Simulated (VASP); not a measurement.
# Zn6S5 (a cell with a defect) in VASP: a series of runs

Zn6S5 (a cell with a defect) is run at these levels: PBE; tasks: single point, relaxation of the atoms.

Program: VASP 6.6.1. These are calculated values, not measurements. Logs are shortened: lines on timing, memory, paths and dates and some standing lists are left out, and cuts for length are marked.

## Step 1: The cell of the first run

The cell holds a defect, 11 atoms: a = 6.305 Å, b = 6.658 Å, c = 6.658 Å, α = 120.00°, β = 90.00°, γ = 90.00°.

## Step 2: Single point, PBE, collinear spin

The input, INCAR:

```
  PREC = Accurate
  ENCUT = 520
  EDIFF = 1E-6
  ISMEAR = 0
  SIGMA = 0.01
  LREAL = False
  LASPH = True
  NELM = 150
  ALGO = Normal
  ISIF = 2
  LWAVE = False
  LCHARG = False
  ISPIN = 2
  MAGMOM = 0.25 0 0 0.25 0.25 0.25 0 0 0 0 0
  LORBIT = 11
  GGA = PE
  NBANDS = 66
  NELECT = 101.0
```

The input, KPOINTS:

```
Automatic mesh
0
Gamma
  2 2 2
```

The input, POSCAR:

```
Zn6S5
1.0
    0.0000000000      0.0000000000     -6.3046430411
   -5.7661004008     -3.3290596185      0.0000000000
    0.0000000001      6.6581192371      0.0000000000
Zn S
6 5
Direct
    1.0774124843      0.6666666667      0.6666666667
    0.9937808901      1.0000000000      0.3333333333
    0.9937808901      0.3333333333      1.0000000000
    0.4853260399      0.3128582766      0.3128582766
    0.4853260399      0.6666666667      1.0204750568
    0.4853260399      1.0204750568      0.6666666667
    0.6236397339      1.0000000000      0.3333333333
    0.6236397339      0.3333333333      1.0000000000
    0.1188338248      0.3279015331      0.3279015331
    0.1188338248      0.6666666667      1.0054318002
    0.1188338248      1.0054318002      0.6666666667
```

Potentials or basis: VASP PAW PBE potentials, release 64 (Zn, S).

Started as:

```bash
$ cat potpaw_PBE.64/Zn/POTCAR potpaw_PBE.64/S/POTCAR > POTCAR
$ mpirun -np 1 vasp_std > vasp.out
```

OUTCAR:

```text
PREC = Accurate
   ENCUT = 520
   EDIFF = 1E-6
   ISMEAR = 0
   LREAL = False
   LASPH = True
   NELM = 150
   ISIF = 2
   ISPIN = 2
   LORBIT = 11
   GGA = PE
   NELECT = 101.0

 ion  position               nearest neighbor table
   1  0.077  0.667  0.667-  10 2.27  11 2.27   9 2.27
   2  0.994  0.000  0.333-   7 2.33  10 2.34   9 2.34  11 2.34
   3  0.994  0.333  0.000-   8 2.33  11 2.34   9 2.34  10 2.34
   4  0.485  0.313  0.313-   9 2.31   8 2.32   7 2.32
   5  0.485  0.667  0.020-  10 2.31   7 2.32   8 2.32
   6  0.485  0.020  0.667-  11 2.31   8 2.32   7 2.32
   7  0.624  0.000  0.333-   5 2.32   4 2.32   6 2.32   2 2.33
   8  0.624  0.333  0.000-   6 2.32   4 2.32   5 2.32   3 2.33
   9  0.119  0.328  0.328-   1 2.27   4 2.31   3 2.34   2 2.34
  10  0.119  0.667  0.005-   1 2.27   5 2.31   2 2.34   3 2.34
  11  0.119  0.005  0.667-   1 2.27   6 2.31   3 2.34   2 2.34

  LATTYP: Found a hexagonal cell.
 ALAT       =     6.6581192371
 C/A-ratio  =     0.9469105038

  Lattice vectors:

 A1 = (  -5.7661004008,  -3.3290596185,   0.0000000000)
 A2 = (   0.0000000001,   6.6581192371,   0.0000000000)
 A3 = (   0.0000000000,   0.0000000000,  -6.3046430411)

Analysis of symmetry for initial positions (statically):
=====================================================================
 Subroutine PRICEL returns:
 Original cell was already a primitive cell.

 Routine SETGRP: Setting up the symmetry group for a
 hexagonal supercell.

 Subroutine GETGRP returns: Found  6 space group operations
 (whereof  2 operations were pure point group operations)
 out of a pool of 24 trial point group operations.

The static configuration has the point symmetry C_1h.
 The point group associated with its full space group is C_3v.

Analysis of symmetry for dynamics (positions and initial velocities):
=====================================================================
 Subroutine PRICEL returns:
 Original cell was already a primitive cell.

 Routine SETGRP: Setting up the symmetry group for a
 hexagonal supercell.

 Subroutine GETGRP returns: Found  6 space group operations
 (whereof  2 operations were pure point group operations)
 out of a pool of 24 trial point group operations.

The dynamic configuration has the point symmetry C_1h.
 The point group associated with its full space group is C_3v.

Analysis of structural, dynamic, and magnetic symmetry:
=====================================================================
 Subroutine PRICEL returns:
 Original cell was already a primitive cell.

 Routine SETGRP: Setting up the symmetry group for a
 hexagonal supercell.

 Subroutine GETGRP returns: Found  6 space group operations
 (whereof  2 operations were pure point group operations)
 out of a pool of 24 trial point group operations.

The overall configuration has the point symmetry C_1h.
 The point group associated with its full space group is C_3v.

 Subroutine INISYM returns: Found  6 space group operations
 (whereof  2 operations are pure point group operations),
 and found     1 'primitive' translations

----------------------------------------------------------------------------------------

                                     Primitive cell

  volume of cell :     242.0440

  direct lattice vectors                    reciprocal lattice vectors
     0.000000000  0.000000000 -6.304643041     0.000000000  0.000000000 -0.158613262
    -5.766100401 -3.329059619  0.000000000    -0.173427435  0.000000000  0.000000000
     0.000000000  6.658119237  0.000000000    -0.086713717  0.150192564  0.000000000

  length of vectors
     6.304643041  6.658119237  6.658119237     0.158613262  0.173427435  0.173427435

  position of ions in fractional coordinates (direct lattice)
     0.077412484  0.666666667  0.666666667
     0.993780890  0.000000000  0.333333333
     0.993780890  0.333333333  1.000000000
     0.485326040  0.312858277  0.312858277
     0.485326040  0.666666667  0.020475057
     0.485326040  0.020475057  0.666666667
[... 62 lines left out ...]
   ISTART =      0    job   : 0-new  1-cont  2-samecut
   ICHARG =      2    charge: 1-file 2-atom 10-const
   ISPIN  =      2    spin polarized calculation?
   LNONCOLLINEAR =      F non collinear calculations
   LSORBIT =      F    spin-orbit coupling
   LASPH  =      T    aspherical Exc in radial PAW
   ENCUT  =  520.0 eV  38.22 Ry    6.18 a.u.  11.72 12.38 12.38*2*pi/ulx,y,z
   NELM   =    150;   NELMIN=  2; NELMDL= -5     # of ELM steps
   EDIFF  = 0.1E-05   stopping-criterion for ELM
   LREAL  =      F    real-space projection
   EDIFFG = 0.1E-04   stopping-criterion for IOM
   NSW    =      0    number of steps for IOM
   IBRION =     -1    ionic relax: 0-MD 1-quasi-New 2-CG
   NFREE  =      0    steps in history (QN), initial steepest desc. (CG)
   ISIF   =      2    stress and relaxation
   ISYM   =      2    0-nonsym 1-usesym 2-fastsym
   POTIM  = 0.5000    time-step for ionic-motion
   TEBEG  =    0.0;   TEEND  =   0.0 temperature during run
   PSTRESS=    0.0 pullay stress
   NELECT =     101.0000    total number of electrons
   NUPDOWN=      -1.0000    fix difference up-down
   EMIN   =  10.00;   EMAX   =-10.00  energy-range for DOS
   EFERMI =   0.00;   METHOD = LEGACY
   ISMEAR =     0;   SIGMA  =   0.01  broadening in eV -4-tet -1-fermi 0-gaus
   EFERMI_NEDOS =   21; number of points for ismear=-14 and -15
   IALGO  =     38    algorithm
   IMIX   =      4    mixing-type and parameters
     AMIX     =   0.40;   BMIX     =  1.00
     AMIX_MAG =   1.60;   BMIX_MAG =  1.00
  volume/ion in A,a.u.               =      22.00       148.49
  Fermi-wavevector in a.u.,A,eV,Ry     =   1.223349  2.311795 20.362260  1.496584
  Thomas-Fermi vector in A             =   2.358464
   LORBIT       =     11    0 simple, 1 ext, 2 COOP (PROOUT), +10 PAW based schemes
   GGA     = PE    functional components
   LHFCALC =     F    Hartree Fock is set to
   AEXX    =    0.0000 exact exchange contribution
   IVDW    =     0    specifies the selected vdW correction
   LEPSILON=     F    determine dielectric tensor
   LRPA    =     F    only Hartree local field effects (RPA)
 spin polarized calculation
 Gauss-broadening in eV      SIGMA  =   0.01
  energy-cutoff  :      520.00
  volume of cell :      242.04
 maximum number of plane-waves:      6588
 NGX is ok and might be reduce to    48
   NGX = 23   NGY = 25   NGZ = 25

 number of electron     101.0000004 magnetization       0.2500616

 Free energy of the ion-electron system (eV)
  ---------------------------------------------------
  ext. energy  EPLUGINS =         0.00000000
  ---------------------------------------------------
  free energy    TOTEN  =       -35.58403952 eV

  energy without entropy =      -35.58307538  energy(sigma->0) =      -35.58355745

 E-fermi :   2.9974     XC(G=0):  -8.9835

 val. band max:        2.8224108619   @ k =   0.5000   0.5000   0.0000
 cond. band min:       3.0004202205   @ k =   0.5000   0.5000   0.0000
 fundamental gap:      0.1780093586
 Fermi energy:         2.9973745186

 spin component 1

 k-point     1 :       0.0000    0.0000    0.0000
  band No.  band energies     occupation
      1     -11.8744      1.00000
      2     -11.1052      1.00000
      3     -10.9317      1.00000
      4     -10.9109      1.00000
      5     -10.9109      1.00000
      6      -5.1839      1.00000
[... 249 lines left out ...]
     61       6.9170      0.00000
     62       7.0659      0.00000
 Fermi energy:         2.9973745186

 spin component 2

 k-point     1 :       0.0000    0.0000    0.0000
  band No.  band energies     occupation
      1     -11.8657      1.00000
      2     -11.0982      1.00000
      3     -10.9261      1.00000
      4     -10.9014      1.00000
      5     -10.9014      1.00000
      6      -5.1823      1.00000
[... 249 lines left out ...]
     61       6.9448      0.00000
     62       7.0738      0.00000
 [bands above 62 left out]

------------------------ aborting loop because EDIFF is reached ----------------------------------------

  FORCE on cell =-STRESS in cart. coord.  units (eV):
  Direction    XX          YY          ZZ          XY          YZ          ZX
  --------------------------------------------------------------------------------------
  -------------------------------------------------------------------------------------
  Total       -5.5780583     -5.5780583     -4.2208177     -0.0000000      0.0000000      0.0000000
  in kB      -36.9232025    -36.9232025    -27.9391320     -0.0000000      0.0000000      0.0000000
  external PRESSURE =     -33.9285124 kB  Pullay stress =       0.0000000 kB

 VOLUME and BASIS-vectors are now :
 -----------------------------------------------------------------------------
  energy-cutoff  :      520.00
  volume of cell :      242.04
      direct lattice vectors                 reciprocal lattice vectors
     0.000000000  0.000000000 -6.304643041     0.000000000  0.000000000 -0.158613262
    -5.766100401 -3.329059619  0.000000000    -0.173427435  0.000000000  0.000000000
     0.000000000  6.658119237  0.000000000    -0.086713717  0.150192564  0.000000000

 POSITION                                       TOTAL-FORCE (eV/Angst)
 -----------------------------------------------------------------------------------
     -3.84407      2.21937     -0.48806        -0.000000      0.000000     -0.000949
      0.00000      2.21937     -6.26543        -0.000000      0.000000     -0.005521
     -1.92203     -1.10969     -6.26543        -0.000000      0.000000     -0.005521
     -1.80397      1.04152     -3.05981        -0.009351      0.005399      0.039255
     -3.84407     -2.08305     -3.05981        -0.000000     -0.010797      0.039255
     -0.11806      4.37058     -3.05981         0.009351      0.005399      0.039255
      0.00000      2.21937     -3.93183        -0.000000      0.000000     -0.024834
     -1.92203     -1.10969     -3.93183        -0.000000      0.000000     -0.024834
     -1.89071      1.09160     -0.74920         0.037311     -0.021542     -0.018701
     -3.84407     -2.18321     -0.74920         0.000000      0.043083     -0.018701
     -0.03132      4.42066     -0.74920        -0.037311     -0.021542     -0.018701
 -----------------------------------------------------------------------------------
    total drift:                                0.000151     -0.000082      0.000300

  FREE ENERGIE OF THE ION-ELECTRON SYSTEM (eV)
  ---------------------------------------------------
  free  energy   TOTEN  =       -35.5840395196 eV

  energy  without entropy=      -35.5830753801  energy(sigma->0) =      -35.58355745

 total charge

# of ion       s       p       d       tot
------------------------------------------
    1        0.535   0.432   9.786  10.752
    2        0.509   0.459   9.796  10.764
    3        0.509   0.459   9.796  10.764
    4        0.530   0.387   9.782  10.699
    5        0.530   0.387   9.782  10.699
    6        0.530   0.387   9.782  10.699
    7        1.325   2.388   0.000   3.712
    8        1.325   2.388   0.000   3.712
    9        1.314   2.415   0.000   3.730
   10        1.314   2.415   0.000   3.730
   11        1.314   2.415   0.000   3.730
--------------------------------------------------
tot          9.733  14.533  58.723  82.989

 magnetization (x)

# of ion       s       p       d       tot
------------------------------------------
    1        0.001   0.004  -0.000   0.005
    2        0.000   0.002   0.000   0.002
    3        0.000   0.002   0.000   0.002
    4        0.004   0.010   0.000   0.014
    5        0.004   0.010   0.000   0.014
    6        0.004   0.010   0.000   0.014
    7       -0.000   0.003   0.000   0.003
    8       -0.000   0.003   0.000   0.003
    9        0.000   0.006   0.000   0.006
   10        0.000   0.006   0.000   0.006
   11        0.000   0.006   0.000   0.006
--------------------------------------------------
tot          0.015   0.058   0.001   0.074
```

It took 2.6 min on 1 thread of Intel Xeon Platinum 8259CL at 2.50GHz (Skylake/Cascade Lake), shared host; peak memory 0.46 GiB.

Results:

| Quantity | Value |
| --- | --- |
| Free energy | -35.5840 eV |
| Largest force | 0.047 eV/Å |
| Net moment | 0.25 μB per cell |
| Valence electrons inside the program's atomic spheres | Zn 10.75, 10.76, 10.70 (each value once); S 3.71, 3.73 (each value once) |

Forces in eV/Å, atoms in the order of the input:
```
Zn   0.000  0.000 -0.001
Zn   0.000  0.000 -0.006
Zn   0.000  0.000 -0.006
Zn  -0.009  0.005  0.039
Zn   0.000 -0.011  0.039
Zn   0.009  0.005  0.039
S    0.000  0.000 -0.025
S    0.000  0.000 -0.025
S    0.037 -0.022 -0.019
S    0.000  0.043 -0.019
S   -0.037 -0.022 -0.019
```

Caveat: the k points lie up to 0.54 Å⁻¹ apart; the cell carries a net charge on a neutralising background, which shifts energy and pressure; the cell is charged against a uniform background, so pressure and absolute levels hang on convention.

## Step 3: Relaxation of the atoms, PBE (atoms taken out)

The input, INCAR:

```
PREC     = Accurate       # precision mode
ENCUT    = 520            # plane-wave cutoff, eV
EDIFF    = 1E-6           # SCF threshold, eV
ISMEAR   = 0              # smearing method
SIGMA    = 0.01           # smearing width, eV
LREAL    = False          # projectors in reciprocal space
LASPH    = True           # aspherical terms in the spheres
NELM     = 100            # most SCF steps
ALGO     = Normal         # electronic algorithm
ISIF     = 2              # what is computed and relaxed
LWAVE    = False          # write WAVECAR
LCHARG   = False          # write CHGCAR
GGA      = PE             # functional
IBRION   = 2              # ionic algorithm
NSW      = 65             # ionic steps
EDIFFG   = -0.025         # ionic threshold
NELECT   = 100.0
```

The input, KPOINTS:

```
regular mesh
0
Gamma
  2 2 2
```

POSCAR is that of step 2.

Potentials or basis: VASP PAW PBE potentials, release 64 (Zn, S).

Started as:

```bash
$ cat potpaw_PBE.64/Zn/POTCAR potpaw_PBE.64/S/POTCAR > POTCAR
$ mpirun -np 1 vasp_std > vasp.out
```

Run time: 19 min. Hardware: 1 thread of Intel Xeon 8259CL, shared host; peak memory 0.36 GiB.

It converged, with:

```yaml
Free_energy: -38.8311 eV
Energy_gained_by_relaxing: 65.7 meV/atom
Ionic_steps: 14
Largest_force_after_relaxing: 0.014 eV/Å
```

Forces on the atoms (eV/Å):
```
Zn   0.000  0.000 -0.014
Zn   0.000  0.000 -0.003
Zn   0.000  0.000 -0.003
Zn  -0.002  0.001 -0.006
Zn   0.000 -0.003 -0.006
Zn   0.002  0.001 -0.006
S    0.000  0.000  0.008
S    0.000  0.000  0.008
S   -0.007  0.004  0.008
S    0.000 -0.008  0.008
S    0.007  0.004  0.008
```

Step by step:
```csv
step,energy change (eV),largest force (eV/Å),pressure (GPa)
1,0.0000,1.0932,-7.83
2,-0.1774,0.9173,-7.37
3,-0.4508,0.7311,-6.09
4,-0.6069,0.3361,-5.98
5,-0.6629,0.3470,-5.76
6,-0.6970,0.1818,-5.53
7,-0.7016,0.2014,-5.43
8,-0.7154,0.1591,-5.31
9,-0.7165,0.1468,-5.25
10,-0.7198,0.1054,-5.20
11,-0.7207,0.0961,-5.18
12,-0.7225,0.0373,-5.15
13,-0.7226,0.0409,-5.16
14,-0.7229,0.0140,-5.14
```

Final structure:
```
Zn S
1.0
     0.00000    0.00000   -6.30464
    -5.76610   -3.32906    0.00000
     0.00000    6.65812    0.00000
Zn S
6 5
Direct
  0.10159 0.66667 0.66667
  0.00092 0.00000 0.33333
  0.00092 0.33333 0.00000
  0.46589 0.24446 0.24446
  0.46589 0.66667 0.08887
  0.46589 0.08887 0.66667
  0.63330 0.00000 0.33333
  0.63330 0.33333 0.00000
  0.11901 0.32811 0.32811
  0.11901 0.66667 0.00522
  0.11901 0.00522 0.66667
```

Levels at points of the mesh, in eV from the Fermi level:
| k point | band 48 | band 49 | band 50 | band 51 | band 52 | band 53 |
| --- | --- | --- | --- | --- | --- | --- |
| (0.00, 0.00, 0.00) | -0.41 | -0.11 | -0.11 | 2.03 | 3.43 | 4.41 |
| (0.50, 0.00, 0.00) | -0.92 | -0.22 | -0.22 | 3.22 | 3.38 | 4.40 |
| (0.00, 0.50, 0.00) | -1.02 | -0.56 | -0.45 | 3.56 | 3.88 | 3.97 |
| (0.50, 0.50, 0.00) | -1.27 | -1.25 | -1.07 | 3.10 | 3.68 | 4.20 |

Caveat: the k points lie up to 0.54 Å⁻¹ apart; the cell carries a net charge on a neutralising background, which shifts energy and pressure; the cell differs from its parent crystal (atoms taken out); the cell is charged against a uniform background, so pressure and absolute levels hang on convention.
